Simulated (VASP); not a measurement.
# MgO2 (R-3m) in VASP: a series of runs, part 2 of 2

VASP 6.6.1.

### Step 3. Single point, r2SCAN (strain -0.030 along x and y, +0.030 along z)

POSCAR

```
MgO2
1.0
    1.5566181855      0.8987139284      3.5987982411
   -1.5566181855      0.8987139284      3.5987982411
    0.0000000000     -1.7974278569      3.5987982411
Mg O
1 2
Direct
    0.0000000000      0.0000000000      0.0000000000
    0.4287860000      0.4287860000      0.4287860000
    0.5712140000      0.5712140000      0.5712140000
```

INCAR.step1

```
PREC = Accurate
ENCUT = 520
ISMEAR = 0
SIGMA = 0.05
LREAL = F
LASPH = T
NELM = 60
NBANDS = 14
GGA = PE
ALGO = Normal
EDIFF = 1E-4
LWAVE = T
LCHARG = F
```

INCAR.step2

```
PREC = Accurate
ENCUT = 520
EDIFF = 1E-6
ISMEAR = 0
SIGMA = 0.05
LREAL = F
LASPH = T
NELM = 60
ALGO = Normal
ISIF = 2
LWAVE = F
LCHARG = F
METAGGA = R2SCAN
LMIXTAU = T
NBANDS = 14
ISTART = 1
```

KPOINTS

```
regular mesh
0
Gamma
  12 12 12
```

Potentials or basis: VASP PAW PBE potentials, release 64 (Mg, O).

The run is started by

```console
$ cat potpaw_PBE.64/Mg/POTCAR potpaw_PBE.64/O/POTCAR > POTCAR
$ cp INCAR.step1 INCAR
$ mpirun -np 1 vasp_std > vasp.out
$ cp INCAR.step2 INCAR
$ mpirun -np 1 vasp_std > vasp.out
```

OUTCAR:

```text
PREC = Accurate
   ENCUT = 520
   EDIFF = 1E-6
   ISMEAR = 0
   LREAL = F
   LASPH = T
   NELM = 60
   ISIF = 2
   METAGGA = R2SCAN
   ISTART = 1

 ion  position               nearest neighbor table
   1  0.000  0.000  0.000-   3 2.07   2 2.07   3 2.07   3 2.07   2 2.07   2 2.07
   2  0.429  0.429  0.429-   3 1.54   1 2.07   1 2.07   1 2.07
   3  0.571  0.571  0.571-   2 1.54   1 2.07   1 2.07   1 2.07

  LATTYP: Found a trigonal (rhomboedric) cell.
 ALAT       =     4.0226975627
 COS(alpha) =     0.7005257881

  Lattice vectors:

 A1 = (   1.5566181855,   0.8987139284,   3.5987982411)
 A2 = (  -1.5566181855,   0.8987139284,   3.5987982411)
 A3 = (   0.0000000000,  -1.7974278569,   3.5987982411)

Analysis of symmetry for initial positions (statically):
=====================================================================
 Subroutine PRICEL returns:
 Original cell was already a primitive cell.

 Routine SETGRP: Setting up the symmetry group for a
 trigonal (rhombohedral) supercell.

 Subroutine GETGRP returns: Found 12 space group operations
[... 182 lines left out ...]
      6       1.4315      2.00000
      7       1.4315      2.00000
      8       7.2439      0.00000
      9       8.2617      0.00000
     10      15.2751      0.00000
     11      17.1728      0.00000
     12      18.9499      0.00000
     13      18.9499      0.00000
     14      20.9319      0.00000
[... 377 lines left out ...]
      1     -18.9760      2.00000
      2     -13.7602      2.00000
      3      -4.2021      2.00000
      4      -3.3357      2.00000
      5      -1.6382      2.00000
      6       0.7038      2.00000
      7       0.8390      2.00000
      8       6.4162      0.00000
      9      13.0992      0.00000
     10      14.3963      0.00000
     11      16.2970      0.00000
     12      17.5820      0.00000
     13      18.0088      0.00000
     14      21.5070      0.00000

 [... further k-points ...]

------------------------ aborting loop because EDIFF is reached ----------------------------------------

  FORCE on cell =-STRESS in cart. coord.  units (eV):
  Direction    XX          YY          ZZ          XY          YZ          ZX
  --------------------------------------------------------------------------------------
  -------------------------------------------------------------------------------------
  Total        0.5208225      0.5208225     -3.7172863      0.0000000      0.0000000      0.0000000
  in kB       27.6240919     27.6240919   -197.1624809      0.0000000      0.0000000      0.0000000
  external PRESSURE =     -47.3047657 kB  Pullay stress =       0.0000000 kB

 VOLUME and BASIS-vectors are now :
 -----------------------------------------------------------------------------
  energy-cutoff  :      520.00
  volume of cell :       30.21
      direct lattice vectors                 reciprocal lattice vectors
     1.556618186  0.898713928  3.598798241     0.321209147  0.185450188  0.092623512
    -1.556618186  0.898713928  3.598798241    -0.321209147  0.185450188  0.092623512
     0.000000000 -1.797427857  3.598798241     0.000000000 -0.370900375  0.092623512

 POSITION                                       TOTAL-FORCE (eV/Angst)
 -----------------------------------------------------------------------------------
      0.00000      0.00000      0.00000         0.000000     -0.000000      0.000000
      0.00000     -0.00000      4.62934         0.000000     -0.000000      1.018707
      0.00000     -0.00000      6.16705         0.000000      0.000000     -1.018707
 -----------------------------------------------------------------------------------
    total drift:                                0.000000     -0.000000      0.000000

  FREE ENERGIE OF THE ION-ELECTRON SYSTEM (eV)
  ---------------------------------------------------
  free  energy   TOTEN  =       -21.4978948765 eV

  energy  without entropy=      -21.4978948765  energy(sigma->0) =      -21.49789488
```

OUTCAR.step1:

```text
PREC = Accurate
   ENCUT = 520
   ISMEAR = 0
   LREAL = F
[... 635 lines left out ...]
      0.00000      0.00000      0.00000         0.000000      0.000000     -0.000000
      0.00000     -0.00000      4.62934        -0.000000     -0.000000      0.956737
      0.00000     -0.00000      6.16705        -0.000000      0.000000     -0.956737
 -----------------------------------------------------------------------------------
    total drift:                                0.000000     -0.000000      0.000000

  FREE ENERGIE OF THE ION-ELECTRON SYSTEM (eV)
  ---------------------------------------------------
  free  energy   TOTEN  =       -16.2921830433 eV

  energy  without entropy=      -16.2921830433  energy(sigma->0) =      -16.29218304
```

OSZICAR.step1:

```text
N       E                     dE             d eps       ncg     rms          rms(c)
DAV:   1     0.456057264345E+02    0.45606E+02   -0.76604E+03  5828   0.916E+02
DAV:   2    -0.154674522849E+02   -0.61073E+02   -0.57325E+02  7032   0.195E+02
DAV:   3    -0.175896896912E+02   -0.21222E+01   -0.21167E+01  6138   0.348E+01
DAV:   4    -0.175978389501E+02   -0.81493E-02   -0.81490E-02  6480   0.245E+00
DAV:   5    -0.175978805311E+02   -0.41581E-04   -0.41581E-04  6186   0.164E-01    0.840E+00
DAV:   6    -0.163917393403E+02    0.12061E+01   -0.18853E+00  5460   0.117E+01    0.362E+00
DAV:   7    -0.162929078260E+02    0.98832E-01   -0.19117E-01  5778   0.374E+00    0.170E+00
DAV:   8    -0.162911488648E+02    0.17590E-02   -0.51806E-02  5364   0.217E+00    0.232E-01
DAV:   9    -0.162920843303E+02   -0.93547E-03   -0.99161E-03  6228   0.721E-01    0.897E-02
DAV:  10    -0.162921830433E+02   -0.98713E-04   -0.34905E-04  5790   0.183E-01
   1 F= -.16292183E+02 E0= -.16292183E+02  d E =-.375742E-14
```

Run time: 8.2 min. Hardware: 1 thread of Intel Xeon 8259CL, shared host; peak memory 0.23 GiB.

Results:

| Property | Result |
| --- | --- |
| Free energy | -21.4979 eV |
| Pressure | -4.7 GPa |
| Largest force | 1.019 eV/Å |
| Band gap on the k mesh | 2.20 eV |

Forces in eV/Å, atoms in the order of the input:
```
Mg   0.000  0.000  0.000
O    0.000  0.000  1.019
O    0.000  0.000 -1.019
```

Levels at points of the mesh, in eV from the valence-band top:
```tsv
k point	band 4	band 5	band 6	band 7	band 8	band 9	band 10	band 11
(0.00, 0.00, 0.00)	-2.97	-2.97	-0.77	-0.77	5.04	6.06	13.08	14.97
(0.50, 0.00, 0.00)	-5.92	-3.39	-1.38	-1.22	4.25	10.11	12.27	14.06
(0.50, 0.50, 0.00)	-5.29	-4.00	-2.28	-0.24	3.52	9.48	12.88	13.81
(0.50, 0.50, 0.50)	-3.49	-3.49	0.00	0.00	2.20	6.53	10.66	16.40
```

Caveat: the cell differs from its parent crystal (strain -0.030 along x and y, +0.030 along z); the cell stands under tension; the PAW data sets were made with another functional, which shifts forces and pressure a little. A k mesh can miss the band edges.
